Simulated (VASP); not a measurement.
# Hf (Fd-3m) in VASP: a series of runs

The runs below take Hf through single point, relaxation of cell and atoms, with PBEsol.

Everything below comes from runs of VASP 6.6.1. Logs are shortened: lines on timing, memory, paths and dates and some standing lists are left out, and cuts for length are marked.

## 1. The cell of the first run

Symmetry: Fd-3m, No. 227, cubic system. Conventional cell: a = 6.367 Å, b = 6.367 Å, c = 6.367 Å, α = 90.00°, β = 90.00°, γ = 90.00°. Hf (site symmetry -43m) has 4 Hf at 2.76 Å within 3.6 Å.

This isn't the form of Hf at room conditions, which is hcp.

## 2. Single point, PBEsol

Contents of INCAR:

```
SYSTEM = Hf
  PREC = Accurate
  ENCUT = 520
  EDIFF = 1E-7
  ISMEAR = 0
  SIGMA = 0.1
  LREAL = .FALSE.
  LASPH = .TRUE.
  NELM = 100
  ALGO = Normal
  ISIF = 2
  LWAVE = .FALSE.
  LCHARG = .FALSE.
  GGA = PS
  NBANDS = 17
```

Contents of KPOINTS:

```
regular mesh
0
G
  7 7 7
  0 0 0
```

Contents of POSCAR:

```
Hf
1.0
    0.0000000000      3.1833901642      3.1833901642
    3.1833901642      0.0000000000      3.1833901642
    3.1833901642      3.1833901642      0.0000000000
Hf
2
Direct
    0.0000000000      0.0000000000      0.0000000000
    0.2500000000      0.2500000000      0.2500000000
```

Potentials or basis: VASP PAW PBE potentials, release 64 (Hf_pv).

Run with:

```
> cat potpaw_PBE.64/Hf_pv/POTCAR > POTCAR
> mpirun -np 1 vasp_std > vasp.out
```

OUTCAR:

```text
SYSTEM = Hf
   PREC = Accurate
   ENCUT = 520
   EDIFF = 1E-7
   ISMEAR = 0
   LREAL = .FALSE.
   LASPH = .TRUE.
   NELM = 100
   ISIF = 2
   GGA = PS

 ion  position               nearest neighbor table
   1  0.000  0.000  0.000-   2 2.76   2 2.76   2 2.76   2 2.76
   2  0.250  0.250  0.250-   1 2.76   1 2.76   1 2.76   1 2.76

  LATTYP: Found a face centered cubic cell.
 ALAT       =     6.3667803284

  Lattice vectors:

 A1 = (   0.0000000000,   3.1833901642,   3.1833901642)
 A2 = (   3.1833901642,   0.0000000000,   3.1833901642)
 A3 = (   3.1833901642,   3.1833901642,   0.0000000000)

Analysis of symmetry for initial positions (statically):
=====================================================================
 Subroutine PRICEL returns:
 Original cell was already a primitive cell.

 Routine SETGRP: Setting up the symmetry group for a
 face centered cubic supercell.

 Subroutine GETGRP returns: Found 48 space group operations
 (whereof 24 operations were pure point group operations)
 out of a pool of 48 trial point group operations.

The static configuration has the point symmetry T_d .
 The point group associated with its full space group is O_h .

Analysis of symmetry for dynamics (positions and initial velocities):
=====================================================================
 Subroutine PRICEL returns:
 Original cell was already a primitive cell.

 Routine SETGRP: Setting up the symmetry group for a
 face centered cubic supercell.

 Subroutine GETGRP returns: Found 48 space group operations
 (whereof 24 operations were pure point group operations)
 out of a pool of 48 trial point group operations.

The dynamic configuration has the point symmetry T_d .
 The point group associated with its full space group is O_h .

 Subroutine INISYM returns: Found 48 space group operations
 (whereof 24 operations are pure point group operations),
 and found     1 'primitive' translations

----------------------------------------------------------------------------------------

                                     Primitive cell

  volume of cell :      64.5208

  direct lattice vectors                    reciprocal lattice vectors
     0.000000000  3.183390164  3.183390164    -0.157065259  0.157065259  0.157065259
     3.183390164  0.000000000  3.183390164     0.157065259 -0.157065259  0.157065259
     3.183390164  3.183390164  0.000000000     0.157065259  0.157065259 -0.157065259

  length of vectors
     4.501993545  4.501993545  4.501993545     0.272045008  0.272045008  0.272045008

  position of ions in fractional coordinates (direct lattice)
     0.000000000  0.000000000  0.000000000
     0.250000000  0.250000000  0.250000000

  ion indices of the primitive-cell ions
   primitive index   ion index
                 1           1
                 2           2

----------------------------------------------------------------------------------------

 KPOINTS: regular mesh

Automatic generation of k-mesh.
 Grid dimensions read from file:
 generate k-points for:    7    7    7

 Generating k-lattice:

  Cartesian coordinates                     Fractional coordinates (reciprocal lattice)
    -0.022437894  0.022437894  0.022437894     0.142857143  0.000000000  0.000000000
     0.022437894 -0.022437894  0.022437894     0.000000000  0.142857143  0.000000000
     0.022437894  0.022437894 -0.022437894     0.000000000  0.000000000  0.142857143

  Length of vectors
     0.038863573  0.038863573  0.038863573

  Shift w.r.t. Gamma in fractional coordinates (k-lattice)
     0.000000000  0.000000000  0.000000000

 Subroutine IBZKPT returns following result:
 ===========================================

 Found     20 irreducible k-points:

 Following reciprocal coordinates:
            Coordinates               Weight
  0.000000  0.000000  0.000000      1.000000
  0.142857  0.000000  0.000000      8.000000
  0.285714  0.000000  0.000000      8.000000
  0.428571  0.000000  0.000000      8.000000
  0.142857  0.142857  0.000000      6.000000
  0.285714  0.142857  0.000000     24.000000
[... 12 lines left out ...]
 -0.428571  0.428571  0.142857     24.000000
 -0.285714  0.428571  0.142857     24.000000
   k-points           NKPTS =     20   k-points in BZ     NKDIM =     20   number of bands    NBANDS=     17
   number of dos      NEDOS =    301   number of ions     NIONS =      2
   total plane-waves  NPLWV =  46656
   dimension x,y,z NGX =    36 NGY =   36 NGZ =   36
   dimension x,y,z NGXF=    72 NGYF=   72 NGZF=   72
   ions per type =               2
   NGX,Y,Z   is equivalent  to a cutoff of  13.29, 13.29, 13.29 a.u.
   NGXF,Y,Z  is equivalent  to a cutoff of  26.59, 26.59, 26.59 a.u.
 SYSTEM =  Hf
   PREC   = accura    normal or accurate (medium, high low for compatibility)
   ISTART =      0    job   : 0-new  1-cont  2-samecut
   ICHARG =      2    charge: 1-file 2-atom 10-const
   ISPIN  =      1    spin polarized calculation?
   LNONCOLLINEAR =      F non collinear calculations
   LSORBIT =      F    spin-orbit coupling
   LASPH  =      T    aspherical Exc in radial PAW
   ENCUT  =  520.0 eV  38.22 Ry    6.18 a.u.   8.37  8.37  8.37*2*pi/ulx,y,z
   NELM   =    100;   NELMIN=  2; NELMDL= -5     # of ELM steps
   EDIFF  = 0.1E-06   stopping-criterion for ELM
   LREAL  =      F    real-space projection
   EDIFFG = 0.1E-05   stopping-criterion for IOM
   NSW    =      0    number of steps for IOM
   IBRION =     -1    ionic relax: 0-MD 1-quasi-New 2-CG
   NFREE  =      0    steps in history (QN), initial steepest desc. (CG)
   ISIF   =      2    stress and relaxation
   ISYM   =      2    0-nonsym 1-usesym 2-fastsym
   POTIM  = 0.5000    time-step for ionic-motion
   TEBEG  =    0.0;   TEEND  =   0.0 temperature during run
   PSTRESS=    0.0 pullay stress
   NELECT =      20.0000    total number of electrons
   NUPDOWN=      -1.0000    fix difference up-down
   EMIN   =  10.00;   EMAX   =-10.00  energy-range for DOS
   EFERMI =   0.00;   METHOD = LEGACY
   ISMEAR =     0;   SIGMA  =   0.10  broadening in eV -4-tet -1-fermi 0-gaus
   EFERMI_NEDOS =   21; number of points for ismear=-14 and -15
   IALGO  =     38    algorithm
   IMIX   =      4    mixing-type and parameters
     AMIX     =   0.40;   BMIX     =  1.00
     AMIX_MAG =   1.60;   BMIX_MAG =  1.00
  volume/ion in A,a.u.               =      32.26       217.70
  Fermi-wavevector in a.u.,A,eV,Ry     =   1.107945  2.093713 16.701732  1.227543
  Thomas-Fermi vector in A             =   2.244466
   LORBIT       =      0    0 simple, 1 ext, 2 COOP (PROOUT), +10 PAW based schemes
   GGA     = PS    functional components
   LHFCALC =     F    Hartree Fock is set to
   AEXX    =    0.0000 exact exchange contribution
   IVDW    =     0    specifies the selected vdW correction
   LEPSILON=     F    determine dielectric tensor
   LRPA    =     F    only Hartree local field effects (RPA)
 non-spin polarized calculation
 Gauss-broadening in eV      SIGMA  =   0.10
  energy-cutoff  :      520.00
  volume of cell :       64.52
 maximum number of plane-waves:      1807
 NGX is ok and might be reduce to    36
   NGX = 17   NGY = 17   NGZ = 17

 number of electron      19.9999999 magnetization

 Free energy of the ion-electron system (eV)
  ---------------------------------------------------
  ext. energy  EPLUGINS =         0.00000000
  ---------------------------------------------------
  free energy    TOTEN  =       -15.43290677 eV

  energy without entropy =      -15.40450250  energy(sigma->0) =      -15.41870464

 E-fermi :   1.8375     XC(G=0):  -9.5122

 val. band max:        1.8157573930   @ k =   0.4286   0.2857   0.1429
 cond. band min:       1.8477411260   @ k =   0.4286   0.0000   0.0000
 fundamental gap:      0.0319837330
 Fermi energy:         1.8374547298

 k-point     1 :       0.0000    0.0000    0.0000
  band No.  band energies     occupation
      1     -29.1171      2.00000
      2     -29.1171      2.00000
      3     -29.1171      2.00000
      4     -28.3877      2.00000
      5     -28.3877      2.00000
      6     -28.3877      2.00000
[... 9 lines left out ...]
     16       7.9094      0.00000
     17       7.9094      0.00000

 k-point     2 :       0.1429    0.0000    0.0000
  band No.  band energies     occupation
      1     -29.1334      2.00000
      2     -29.1334      2.00000
      3     -29.1150      2.00000
      4     -28.3927      2.00000
      5     -28.3703      2.00000
      6     -28.3703      2.00000
[... 9 lines left out ...]
     16       7.8207      0.00000
     17       7.8207      0.00000

 k-point     3 :       0.2857    0.0000    0.0000
  band No.  band energies     occupation
      1     -29.1677      2.00000
      2     -29.1677      2.00000
      3     -29.1109      2.00000
      4     -28.4032      2.00000
      5     -28.3338      2.00000
      6     -28.3338      2.00000
[... 9 lines left out ...]
     16       7.4936      0.00000
     17       7.4936      0.00000

 k-point     4 :       0.4286    0.0000    0.0000
  band No.  band energies     occupation
      1     -29.1931      2.00000
      2     -29.1931      2.00000
      3     -29.1085      2.00000
      4     -28.4107      2.00000
      5     -28.3066      2.00000
      6     -28.3066      2.00000
[... 9 lines left out ...]
     16       6.9251      0.00000
     17       6.9626      0.00000

 k-point     5 :       0.1429    0.1429    0.0000
  band No.  band energies     occupation
      1     -29.1523      2.00000
      2     -29.1523      2.00000
      3     -29.0830      2.00000
      4     -28.4270      2.00000
      5     -28.3504      2.00000
      6     -28.3504      2.00000
[... 9 lines left out ...]
     16       7.4110      0.00000
     17       8.0637      0.00000

 k-point     6 :       0.2857    0.1429    0.0000
  band No.  band energies     occupation
      1     -29.1899      2.00000
      2     -29.1869      2.00000
      3     -29.0532      2.00000
      4     -28.4615      2.00000
      5     -28.3136      2.00000
      6     -28.3120      2.00000
[... 9 lines left out ...]
     16       6.8956      0.00000
     17       7.9817      0.00000

 k-point     7 :       0.4286    0.1429    0.0000
  band No.  band energies     occupation
      1     -29.2298      2.00000
      2     -29.2106      2.00000
      3     -29.0313      2.00000
      4     -28.4863      2.00000
      5     -28.2881      2.00000
      6     -28.2726      2.00000
[... 9 lines left out ...]
     16       6.4710      0.00000
     17       7.3868      0.00000

 k-point     8 :      -0.4286    0.1429    0.0000
  band No.  band energies     occupation
      1     -29.2479      2.00000
      2     -29.2080      2.00000
      3     -29.0292      2.00000
      4     -28.4887      2.00000
      5     -28.2907      2.00000
      6     -28.2546      2.00000
[... 9 lines left out ...]
     16       6.3458      0.00000
     17       6.9047      0.00000
[... 123 lines left out ...]
      1     -29.2702      2.00000
      2     -29.2702      2.00000
      3     -28.8457      2.00000
      4     -28.6849      2.00000
      5     -28.2245      2.00000
      6     -28.2245      2.00000
[... 9 lines left out ...]
     16       5.3017      0.00000
     17       7.5703      0.00000

 k-point    16 :      -0.4286    0.4286    0.0000
  band No.  band energies     occupation
      1     -29.2851      2.00000
      2     -29.2689      2.00000
      3     -28.7973      2.00000
      4     -28.7313      2.00000
      5     -28.2257      2.00000
      6     -28.2117      2.00000
[... 9 lines left out ...]
     16       6.3414      0.00000
     17       6.8332      0.00000

 k-point    17 :       0.4286    0.2857    0.1429
  band No.  band energies     occupation
      1     -29.2431      2.00000
      2     -29.2083      2.00000
      3     -28.9969      2.00000
      4     -28.5216      2.00000
      5     -28.2910      2.00000
      6     -28.2576      2.00000
[... 9 lines left out ...]
     16       6.0991      0.00000
     17       7.9563      0.00000

 k-point    18 :      -0.4286    0.2857    0.1429
  band No.  band energies     occupation
      1     -29.2744      2.00000
      2     -29.2316      2.00000
      3     -28.9448      2.00000
      4     -28.5750      2.00000
      5     -28.2665      2.00000
      6     -28.2272      2.00000
[... 9 lines left out ...]
     16       5.9597      0.00000
     17       7.2960      0.00000

 k-point    19 :      -0.4286    0.4286    0.1429
  band No.  band energies     occupation
      1     -29.2785      2.00000
      2     -29.2655      2.00000
      3     -28.8476      2.00000
      4     -28.6776      2.00000
      5     -28.2314      2.00000
      6     -28.2193      2.00000
[... 9 lines left out ...]
     16       5.6662      0.00000
     17       7.2532      0.00000

 k-point    20 :      -0.2857    0.4286    0.1429
  band No.  band energies     occupation
      1     -29.2894      2.00000
      2     -29.2603      2.00000
      3     -28.8392      2.00000
      4     -28.6832      2.00000
      5     -28.2372      2.00000
      6     -28.2108      2.00000
[... 9 lines left out ...]
     16       6.1980      0.00000
     17       7.2271      0.00000

------------------------ aborting loop because EDIFF is reached ----------------------------------------

  FORCE on cell =-STRESS in cart. coord.  units (eV):
  Direction    XX          YY          ZZ          XY          YZ          ZX
  --------------------------------------------------------------------------------------
  -------------------------------------------------------------------------------------
  Total       -0.0770184     -0.0770184     -0.0770184      0.0000000      0.0000000      0.0000000
  in kB       -1.9125188     -1.9125188     -1.9125188      0.0000000      0.0000000      0.0000000
  external PRESSURE =      -1.9125188 kB  Pullay stress =       0.0000000 kB

 VOLUME and BASIS-vectors are now :
 -----------------------------------------------------------------------------
  energy-cutoff  :      520.00
  volume of cell :       64.52
      direct lattice vectors                 reciprocal lattice vectors
     0.000000000  3.183390164  3.183390164    -0.157065259  0.157065259  0.157065259
     3.183390164  0.000000000  3.183390164     0.157065259 -0.157065259  0.157065259
     3.183390164  3.183390164  0.000000000     0.157065259  0.157065259 -0.157065259

 POSITION                                       TOTAL-FORCE (eV/Angst)
 -----------------------------------------------------------------------------------
      0.00000      0.00000      0.00000         0.000000      0.000000     -0.000000
      1.59170      1.59170      1.59170        -0.000000     -0.000000      0.000000
 -----------------------------------------------------------------------------------
    total drift:                                0.000000      0.000000      0.000000

  FREE ENERGIE OF THE ION-ELECTRON SYSTEM (eV)
  ---------------------------------------------------
  free  energy   TOTEN  =       -15.4329067737 eV

  energy  without entropy=      -15.4045025002  energy(sigma->0) =      -15.41870464
```

Run time: 32 s. Hardware: 1 thread of Intel Xeon 8259CL, shared host; peak memory 0.2 GiB.

What came out:

| Property | Result |
| --- | --- |
| Free energy | -15.4329 eV |
| Pressure | -0.2 GPa |
| Band gap on the k mesh | zero (bands 10 and 11 overlap by 0.55 eV) |

Caveat: the PAW data sets were made with another functional, which shifts forces and pressure a little; spin-orbit coupling is left out, which moves the levels of the heavy elements.

## 3. Relaxation of cell and atoms, PBEsol

This run uses another cell than the first one, of 29.08 Å³/atom.

Contents of INCAR:

```
PREC = Accurate
ENCUT = 600
EDIFF = 1E-6
ISMEAR = 0
SIGMA = 0.1
LREAL = False
LASPH = True
NELM = 100
ALGO = Normal
ISIF = 3
LWAVE = False
LCHARG = False
GGA = PS
IBRION = 2
NSW = 60
EDIFFG = -0.02
```

Contents of KPOINTS:

```
regular mesh
0
Gamma
  7 7 7
```

Contents of POSCAR:

```
Hf
1.0
    0.0000000000      3.0750000000      3.0750000000
    3.0750000000      0.0000000000      3.0750000000
    3.0750000000      3.0750000000      0.0000000000
Hf
2
Direct
    0.0000000000      0.0000000000      0.0000000000
    0.2500000000      0.2500000000      0.2500000000
```

Potentials or basis: VASP PAW PBE potentials, release 64 (Hf_pv).

Run with:

```
> cat potpaw_PBE.64/Hf_pv/POTCAR > POTCAR
> mpirun -np 1 vasp_std > vasp.out
```

Wall time 86 s (1 thread of Intel Xeon 8259CL, shared host); peak memory 0.22 GiB.

The run converged. Its results:

* Free energy: -15.4329 eV
* Relaxed volume: 32.09 Å³/atom
* Relaxed cell: a = 4.494 Å, b = 4.494 Å, c = 4.494 Å, α = 60.00°, β = 60.00°, γ = 60.00°
* Space group after relaxing (to 0.1 Å): Fd-3m (No. 227)
* Energy gained by relaxing: 27.5 meV/atom
* Ionic steps: 3
* Pressure after relaxing: 0.0 GPa
* Band gap on the k mesh: zero (bands 10 and 11 overlap by 0.55 eV)

The path:
| step | energy change (eV) | largest force (eV/Å) | pressure (GPa) | volume (Å³) |
| --- | --- | --- | --- | --- |
| 1 | 0.0000 | 0.0000 | 3.15 | 58.15 |
| 2 | -0.0535 | 0.0000 | 0.46 | 63.10 |
| 3 | -0.0549 | 0.0000 | -0.05 | 64.19 |

Final structure:
```
Hf
1.0
     0.00000    3.17789    3.17789
     3.17789    0.00000    3.17789
     3.17789    3.17789    0.00000
Hf
2
Cartesian
  0.0000 0.0000 0.0000
  1.5889 1.5889 1.5889
```

Levels at points of the mesh, in eV from the Fermi level:
```tsv
k point	band 7	band 8	band 9	band 10	band 11	band 12	band 13	band 14
(0.00, 0.00, 0.00)	-5.33	-0.48	-0.48	0.14	0.14	0.14	2.18	2.18
```

Caveat: the PAW data sets were made with another functional, which shifts forces and pressure a little; spin-orbit coupling is left out, which moves the levels of the heavy elements.
